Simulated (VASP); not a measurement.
# Au (Fm-3m) in VASP: notebook

Au is run at these levels: LDA; tasks: single point.

Everything below comes from runs of VASP 6.6.1. Logs are shortened: lines on timing, memory, paths and dates and some standing lists are left out, and cuts for length are marked.

### 1 The cell of the first run

The structure is cubic, space group Fm-3m (No. 225). The conventional cell has a = 4.117 Å, b = 4.117 Å, c = 4.117 Å, α = 90.00°, β = 90.00°, γ = 90.00°. Au (site symmetry m-3m) has 12 Au at 2.91 Å within 3.8 Å.

### 2 Single point, LDA

INCAR reads:

```
SYSTEM = Au
PREC = Accurate
ENCUT = 520
EDIFF = 1E-6
ISMEAR = 0
SIGMA = 0.1
LREAL = .False.
LASPH = .True.
NELM = 80
ALGO = Normal
ISIF = 2
LWAVE = .False.
LCHARG = .True.
LELF = .True.
LVHAR = .True.
NBANDS = 12
```

KPOINTS reads:

```
regular mesh
0
Gamma
  8 8 8
  0 0 0
```

POSCAR reads:

```
Au
1.0
    0.0000000000      2.0585000000      2.0585000000
    2.0585000000      0.0000000000      2.0585000000
    2.0585000000      2.0585000000      0.0000000000
Au
1
Direct
    0.0000000000      0.0000000000      0.0000000000
```

Potentials or basis: VASP PAW LDA potentials, release 64 (Au).

Run with:

```bash
cat potpaw_LDA.64/Au/POTCAR > POTCAR
mpirun -np 1 vasp_std > vasp.out
```

OUTCAR:

```text
SYSTEM = Au
   PREC = Accurate
   ENCUT = 520
   EDIFF = 1E-6
   ISMEAR = 0
   LREAL = .False.
   LASPH = .True.
   NELM = 80
   ISIF = 2

 ion  position               nearest neighbor table
   1  0.000  0.000  0.000-

  LATTYP: Found a face centered cubic cell.
 ALAT       =     4.1170000000

  Lattice vectors:

 A1 = (   0.0000000000,   2.0585000000,   2.0585000000)
 A2 = (   2.0585000000,   0.0000000000,   2.0585000000)
 A3 = (   2.0585000000,   2.0585000000,   0.0000000000)

Analysis of symmetry for initial positions (statically):
=====================================================================
 Subroutine PRICEL returns:
 Original cell was already a primitive cell.

 Routine SETGRP: Setting up the symmetry group for a
 face centered cubic supercell.

 Subroutine GETGRP returns: Found 48 space group operations
 (whereof 48 operations were pure point group operations)
 out of a pool of 48 trial point group operations.

The static configuration has the point symmetry O_h .

Analysis of symmetry for dynamics (positions and initial velocities):
=====================================================================
 Subroutine PRICEL returns:
 Original cell was already a primitive cell.

 Routine SETGRP: Setting up the symmetry group for a
 face centered cubic supercell.

 Subroutine GETGRP returns: Found 48 space group operations
 (whereof 48 operations were pure point group operations)
 out of a pool of 48 trial point group operations.

The dynamic configuration has the point symmetry O_h .

 Subroutine INISYM returns: Found 48 space group operations
 (whereof 48 operations are pure point group operations),
 and found     1 'primitive' translations

----------------------------------------------------------------------------------------

                                     Primitive cell

  volume of cell :      17.4455

  direct lattice vectors                    reciprocal lattice vectors
     0.000000000  2.058500000  2.058500000    -0.242895312  0.242895312  0.242895312
     2.058500000  0.000000000  2.058500000     0.242895312 -0.242895312  0.242895312
     2.058500000  2.058500000  0.000000000     0.242895312  0.242895312 -0.242895312

  length of vectors
     2.911158618  2.911158618  2.911158618     0.420707022  0.420707022  0.420707022

  position of ions in fractional coordinates (direct lattice)
     0.000000000  0.000000000  0.000000000

  ion indices of the primitive-cell ions
   primitive index   ion index
                 1           1

----------------------------------------------------------------------------------------

 KPOINTS: regular mesh

Automatic generation of k-mesh.
 Grid dimensions read from file:
 generate k-points for:    8    8    8

 Generating k-lattice:

  Cartesian coordinates                     Fractional coordinates (reciprocal lattice)
    -0.030361914  0.030361914  0.030361914     0.125000000  0.000000000  0.000000000
     0.030361914 -0.030361914  0.030361914     0.000000000  0.125000000  0.000000000
     0.030361914  0.030361914 -0.030361914     0.000000000  0.000000000  0.125000000

  Length of vectors
     0.052588378  0.052588378  0.052588378

  Shift w.r.t. Gamma in fractional coordinates (k-lattice)
     0.000000000  0.000000000  0.000000000

 Subroutine IBZKPT returns following result:
 ===========================================

 Found     29 irreducible k-points:

 Following reciprocal coordinates:
            Coordinates               Weight
  0.000000  0.000000  0.000000      1.000000
  0.125000  0.000000  0.000000      8.000000
  0.250000  0.000000  0.000000      8.000000
  0.375000  0.000000  0.000000      8.000000
  0.500000  0.000000  0.000000      4.000000
  0.125000  0.125000  0.000000      6.000000
[... 16 lines left out ...]
  0.500000  0.250000  0.125000     48.000000
 -0.375000  0.250000  0.125000     24.000000
 [... further k-points ...]
   k-points           NKPTS =     29   k-points in BZ     NKDIM =     29   number of bands    NBANDS=     12
   number of dos      NEDOS =    301   number of ions     NIONS =      1
   total plane-waves  NPLWV =  13824
   dimension x,y,z NGX =    24 NGY =   24 NGZ =   24
   dimension x,y,z NGXF=    48 NGYF=   48 NGZF=   48
   ions per type =               1
   NGX,Y,Z   is equivalent  to a cutoff of  13.71, 13.71, 13.71 a.u.
   NGXF,Y,Z  is equivalent  to a cutoff of  27.41, 27.41, 27.41 a.u.
 SYSTEM =  Au
   PREC   = accura    normal or accurate (medium, high low for compatibility)
   ISTART =      0    job   : 0-new  1-cont  2-samecut
   ICHARG =      2    charge: 1-file 2-atom 10-const
   ISPIN  =      1    spin polarized calculation?
   LNONCOLLINEAR =      F non collinear calculations
   LSORBIT =      F    spin-orbit coupling
   LASPH  =      T    aspherical Exc in radial PAW
   ENCUT  =  520.0 eV  38.22 Ry    6.18 a.u.   5.41  5.41  5.41*2*pi/ulx,y,z
   NELM   =     80;   NELMIN=  2; NELMDL= -5     # of ELM steps
   EDIFF  = 0.1E-05   stopping-criterion for ELM
   LREAL  =      F    real-space projection
   EDIFFG = 0.1E-04   stopping-criterion for IOM
   NSW    =      0    number of steps for IOM
   IBRION =     -1    ionic relax: 0-MD 1-quasi-New 2-CG
   NFREE  =      0    steps in history (QN), initial steepest desc. (CG)
   ISIF   =      2    stress and relaxation
   ISYM   =      2    0-nonsym 1-usesym 2-fastsym
   POTIM  = 0.5000    time-step for ionic-motion
   TEBEG  =    0.0;   TEEND  =   0.0 temperature during run
   PSTRESS=    0.0 pullay stress
   NELECT =      11.0000    total number of electrons
   NUPDOWN=      -1.0000    fix difference up-down
   EMIN   =  10.00;   EMAX   =-10.00  energy-range for DOS
   EFERMI =   0.00;   METHOD = LEGACY
   ISMEAR =     0;   SIGMA  =   0.10  broadening in eV -4-tet -1-fermi 0-gaus
   EFERMI_NEDOS =   21; number of points for ismear=-14 and -15
   IALGO  =     38    algorithm
   IMIX   =      4    mixing-type and parameters
     AMIX     =   0.40;   BMIX     =  1.00
     AMIX_MAG =   1.60;   BMIX_MAG =  1.00
  volume/ion in A,a.u.               =      17.45       117.73
  Fermi-wavevector in a.u.,A,eV,Ry     =   1.403820  2.652836 26.813157  1.970711
  Thomas-Fermi vector in A             =   2.526444
   LORBIT       =      0    0 simple, 1 ext, 2 COOP (PROOUT), +10 PAW based schemes
   GGA     = CA    functional components
   LHFCALC =     F    Hartree Fock is set to
   AEXX    =    0.0000 exact exchange contribution
   IVDW    =     0    specifies the selected vdW correction
   LEPSILON=     F    determine dielectric tensor
   LRPA    =     F    only Hartree local field effects (RPA)
 non-spin polarized calculation
 Gauss-broadening in eV      SIGMA  =   0.10
  energy-cutoff  :      520.00
  volume of cell :       17.45
 maximum number of plane-waves:       489
 NGX is ok and might be reduce to    24
   NGX = 11   NGY = 11   NGZ = 11

 number of electron      11.0000001 magnetization

 Free energy of the ion-electron system (eV)
  ---------------------------------------------------
  ext. energy  EPLUGINS =         0.00000000
  ---------------------------------------------------
  free energy    TOTEN  =        -4.38789232 eV

  energy without entropy =       -4.38475622  energy(sigma->0) =       -4.38632427

 E-fermi :   8.8089     XC(G=0): -12.8469

 val. band max:        8.7348281519   @ k =   0.5000   0.2500   0.1250
 cond. band min:       8.9988928873   @ k =   0.5000   0.3750   0.1250
 fundamental gap:      0.2640647354
 Fermi energy:         8.8088924726

 k-point     1 :       0.0000    0.0000    0.0000
  band No.  band energies     occupation
      1      -0.7756      2.00000
      2       4.3151      2.00000
      3       4.3151      2.00000
      4       4.3151      2.00000
      5       5.7933      2.00000
      6       5.7933      2.00000
      7      23.4107      0.00000
      8      27.2295      0.00000
      9      27.2295      0.00000
     10      27.2295      0.00000
     11      32.1846      0.00000
     12      36.5041      0.00000

 k-point     2 :       0.1250    0.0000    0.0000
  band No.  band energies     occupation
      1      -0.2548      2.00000
      2       4.1693      2.00000
      3       4.4747      2.00000
      4       4.4747      2.00000
      5       5.7372      2.00000
      6       5.7372      2.00000
      7      23.8027      0.00000
      8      24.7327      0.00000
      9      27.8080      0.00000
     10      27.8080      0.00000
     11      31.9856      0.00000
     12      34.1717      0.00000

 k-point     3 :       0.2500    0.0000    0.0000
  band No.  band energies     occupation
      1       0.9950      2.00000
      2       4.1889      2.00000
      3       4.5894      2.00000
      4       4.5894      2.00000
      5       5.9516      2.00000
      6       5.9516      2.00000
      7      19.8797      0.00000
      8      24.4386      0.00000
      9      28.4887      0.00000
     10      28.4887      0.00000
     11      30.4085      0.00000
     12      31.6584      0.00000
[... 286 lines left out ...]
 k-point    23 :       0.5000    0.2500    0.1250
  band No.  band energies     occupation
      1       2.7485      2.00000
      2       3.8576      2.00000
      3       4.0374      2.00000
      4       5.3298      2.00000
      5       6.4755      2.00000
      6       8.7348      1.70510
      7      15.7443      0.00000
      8      20.6126      0.00000
      9      23.0400      0.00000
     10      27.1690      0.00000
     11      31.0956      0.00000
     12      34.6797      0.00000

 k-point    24 :      -0.3750    0.2500    0.1250
  band No.  band energies     occupation
      1       2.7516      2.00000
      2       3.6805      2.00000
      3       4.7487      2.00000
      4       5.1319      2.00000
      5       6.8159      2.00000
      6      11.4976      0.00000
      7      11.8223      0.00000
      8      20.8331      0.00000
      9      21.8596      0.00000
     10      26.3766      0.00000
     11      32.4759      0.00000
     12      35.4595      0.00000

 [... further k-points ...]

------------------------ aborting loop because EDIFF is reached ----------------------------------------

  FORCE on cell =-STRESS in cart. coord.  units (eV):
  Direction    XX          YY          ZZ          XY          YZ          ZX
  --------------------------------------------------------------------------------------
  -------------------------------------------------------------------------------------
  Total       -0.7911563     -0.7911563     -0.7911563      0.0000000      0.0000000     -0.0000000
  in kB      -72.6591385    -72.6591385    -72.6591385      0.0000000      0.0000000     -0.0000000
  external PRESSURE =     -72.6591385 kB  Pullay stress =       0.0000000 kB

 VOLUME and BASIS-vectors are now :
 -----------------------------------------------------------------------------
  energy-cutoff  :      520.00
  volume of cell :       17.45
      direct lattice vectors                 reciprocal lattice vectors
     0.000000000  2.058500000  2.058500000    -0.242895312  0.242895312  0.242895312
     2.058500000  0.000000000  2.058500000     0.242895312 -0.242895312  0.242895312
     2.058500000  2.058500000  0.000000000     0.242895312  0.242895312 -0.242895312

 POSITION                                       TOTAL-FORCE (eV/Angst)
 -----------------------------------------------------------------------------------
      0.00000      0.00000      0.00000         0.000000     -0.000000     -0.000000
 -----------------------------------------------------------------------------------
    total drift:                               -0.000000      0.000000      0.000000

  FREE ENERGIE OF THE ION-ELECTRON SYSTEM (eV)
  ---------------------------------------------------
  free  energy   TOTEN  =        -4.3878923240 eV

  energy  without entropy=       -4.3847562244  energy(sigma->0) =       -4.38632427
```

Wall time 5.1 s (1 thread of Intel Xeon Platinum 8488C (Sapphire Rapids), shared host); peak memory 0.13 GiB.

Results:

```
Free energy : -4.3879 eV
Pressure    : -7.3 GPa
```

Caveat: spin-orbit coupling is left out, which moves the levels of the heavy elements.

### 3 Single point, LDA

This run uses another cell than the first one, of 16.58 Å³/atom, 0.950 times its volume.

INCAR reads:

```
PREC     = Accurate       # precision mode
ENCUT    = 520            # plane-wave cutoff, eV
EDIFF    = 1E-6           # SCF threshold, eV
ISMEAR   = 0              # smearing method
SIGMA    = 0.1            # smearing width, eV
LREAL    = False          # projectors in reciprocal space
LASPH    = True           # aspherical terms in the spheres
NELM     = 100            # most SCF steps
ALGO     = Fast           # electronic algorithm
ISIF     = 2              # what is computed and relaxed
LWAVE    = False          # write WAVECAR
LCHARG   = True           # write CHGCAR
GGA      = CA             # functional
LELF     = True           # ELF
LVHAR    = True         
NBANDS   = 12             # bands
```

KPOINTS reads:

```
regular mesh
0
Gamma
  14 14 14
```

POSCAR reads:

```
Au
1.0
    0.0000000000      2.0238288654      2.0238288654
    2.0238288654      0.0000000000      2.0238288654
    2.0238288654      2.0238288654      0.0000000000
Au
1
Direct
    0.0000000000      0.0000000000      0.0000000000
```

Potentials or basis: VASP PAW LDA potentials, release 64 (Au).

Run with:

```bash
cat potpaw_LDA.64/Au/POTCAR > POTCAR
mpirun -np 1 vasp_std > vasp.out
```

OUTCAR:

```text
PREC = Accurate
   ENCUT = 520
   EDIFF = 1E-6
   ISMEAR = 0
   LREAL = False
   LASPH = True
   NELM = 100
   ISIF = 2
   GGA = CA

 ion  position               nearest neighbor table
   1  0.000  0.000  0.000-

  LATTYP: Found a face centered cubic cell.
 ALAT       =     4.0476577308

  Lattice vectors:

 A1 = (   0.0000000000,   2.0238288654,   2.0238288654)
 A2 = (   2.0238288654,   0.0000000000,   2.0238288654)
 A3 = (   2.0238288654,   2.0238288654,   0.0000000000)

Analysis of symmetry for initial positions (statically):
=====================================================================
 Subroutine PRICEL returns:
 Original cell was already a primitive cell.

 Routine SETGRP: Setting up the symmetry group for a
 face centered cubic supercell.

 Subroutine GETGRP returns: Found 48 space group operations
 (whereof 48 operations were pure point group operations)
 out of a pool of 48 trial point group operations.

The static configuration has the point symmetry O_h .

Analysis of symmetry for dynamics (positions and initial velocities):
=====================================================================
 Subroutine PRICEL returns:
 Original cell was already a primitive cell.

 Routine SETGRP: Setting up the symmetry group for a
 face centered cubic supercell.

 Subroutine GETGRP returns: Found 48 space group operations
 (whereof 48 operations were pure point group operations)
 out of a pool of 48 trial point group operations.

The dynamic configuration has the point symmetry O_h .

 Subroutine INISYM returns: Found 48 space group operations
 (whereof 48 operations are pure point group operations),
 and found     1 'primitive' translations

----------------------------------------------------------------------------------------

                                     Primitive cell

  volume of cell :      16.5787

  direct lattice vectors                    reciprocal lattice vectors
[... 114 lines left out ...]
   LEPSILON=     F    determine dielectric tensor
   LRPA    =     F    only Hartree local field effects (RPA)
 non-spin polarized calculation
 RMM-DIIS sequential band-by-band and
 Gauss-broadening in eV      SIGMA  =   0.10
  energy-cutoff  :      520.00
  volume of cell :       16.58
 maximum number of plane-waves:       459
 NGX is ok and might be reduce to    24
   NGX = 11   NGY = 11   NGZ = 11

 number of electron      10.9999999 magnetization

 Free energy of the ion-electron system (eV)
  ---------------------------------------------------
  ext. energy  EPLUGINS =         0.00000000
  ---------------------------------------------------
  free energy    TOTEN  =        -4.44343205 eV

  energy without entropy =       -4.44217194  energy(sigma->0) =       -4.44280199

 E-fermi :   9.7193     XC(G=0): -13.1434

 val. band max:        9.6488470952   @ k =   0.5000   0.2857   0.1429
 cond. band min:       9.7927917393   @ k =   0.5000   0.3571   0.1429
 fundamental gap:      0.1439446441
 Fermi energy:         9.7192654057

 k-point     1 :       0.0000    0.0000    0.0000
  band No.  band energies     occupation
      1      -0.4515      2.00000
      2       4.8949      2.00000
      3       4.8949      2.00000
      4       4.8949      2.00000
      5       6.5104      2.00000
      6       6.5104      2.00000
      7      24.2016      0.00000
      8      28.3168      0.00000
      9      28.3168      0.00000
     10      28.3168      0.00000
     11      33.4357      0.00000
     12      38.3258      0.00000
[... 331 lines left out ...]
 k-point    24 :       0.2857    0.1429    0.0000
  band No.  band energies     occupation
      1       1.8258      2.00000
      2       4.1309      2.00000
      3       5.1976      2.00000
      4       5.6230      2.00000
      5       6.5342      2.00000
      6       7.1061      2.00000
      7      21.9269      0.00000
      8      25.9437      0.00000
      9      26.3295      0.00000
     10      28.2677      0.00000
     11      31.1541      0.00000
     12      34.2846      0.00000

 [... further k-points ...]

------------------------ aborting loop because EDIFF is reached ----------------------------------------

  FORCE on cell =-STRESS in cart. coord.  units (eV):
  Direction    XX          YY          ZZ          XY          YZ          ZX
  --------------------------------------------------------------------------------------
  -------------------------------------------------------------------------------------
  Total        0.0569138      0.0569138      0.0569138      0.0000000      0.0000000      0.0000000
  in kB        5.5001829      5.5001829      5.5001829      0.0000000      0.0000000      0.0000000
  external PRESSURE =       5.5001829 kB  Pullay stress =       0.0000000 kB

 VOLUME and BASIS-vectors are now :
 -----------------------------------------------------------------------------
  energy-cutoff  :      520.00
  volume of cell :       16.58
      direct lattice vectors                 reciprocal lattice vectors
     0.000000000  2.023828865  2.023828865    -0.247056462  0.247056462  0.247056462
     2.023828865  0.000000000  2.023828865     0.247056462 -0.247056462  0.247056462
     2.023828865  2.023828865  0.000000000     0.247056462  0.247056462 -0.247056462

 POSITION                                       TOTAL-FORCE (eV/Angst)
 -----------------------------------------------------------------------------------
      0.00000      0.00000      0.00000         0.000000      0.000000      0.000000
 -----------------------------------------------------------------------------------
    total drift:                               -0.000000      0.000000     -0.000000

  FREE ENERGIE OF THE ION-ELECTRON SYSTEM (eV)
  ---------------------------------------------------
  free  energy   TOTEN  =        -4.4434320507 eV

  energy  without entropy=       -4.4421719365  energy(sigma->0) =       -4.44280199
```

stdout:

```text
POSCAR found type information on POSCAR Au
 POSCAR found :  1 types and       1 ions
 scaLAPACK will be used
 LDA part: xc-table for (Slater(with rela. corr.)+CA(PZ))
 , standard interpolation
 POSCAR, INCAR and KPOINTS ok, starting setup
 FFT: planning ... GRIDC
 FFT: planning ... GRID_SOFT
 FFT: planning ... GRID
 WAVECAR not read
 entering main loop
```

Run time: 14 s. Hardware: 1 thread of Intel Xeon Platinum 8488C (Sapphire Rapids), shared host; peak memory 0.14 GiB.

Results:

- Free energy: -4.4434 eV
- Pressure: 0.6 GPa

Caveat: spin-orbit coupling is left out, which moves the levels of the heavy elements.
